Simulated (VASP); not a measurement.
Here is a VASP 6.6.1 calculation.

Contents of INCAR:

```
SYSTEM = Hf
PREC = Accurate
ENCUT = 520
EDIFF = 1E-7
ISMEAR = -1
SIGMA = 0.1
LREAL = .FALSE.
LASPH = .TRUE.
NELM = 60
ALGO = Normal
ISIF = 2
LWAVE = .FALSE.
LCHARG = .TRUE.
GGA = CA
LELF = .TRUE.
LVHAR = .TRUE.
NBANDS = 17
```

KPOINTS

```
Automatic mesh
0
G
  10 10 10
  0 0 0
```

Contents of POSCAR:

```
Hf
1.0
    0.0000000000      3.1937251538      3.1937251538
    3.1937251538      0.0000000000      3.1937251538
    3.1937251538      3.1937251538      0.0000000000
Hf
2
Direct
    0.1250000000      0.1250000000      0.1250000000
    0.8750000000      0.8750000000      0.8750000000
```

Potentials or basis: VASP PAW LDA potentials, release 64 (Hf_pv).

Command:

```bash
$ cat potpaw_LDA.64/Hf_pv/POTCAR > POTCAR
$ mpirun -np 1 vasp_std > vasp.out
```

Q: Predict the band gap on the k mesh.

A: Zero (band 10 reaches 2.07 eV, above the bottom of band 11 at 1.46 eV).

Q: Estimate the pressure.

A: -2.4 GPa.

Caveat: spin-orbit coupling is left out, which moves the levels of the heavy elements.
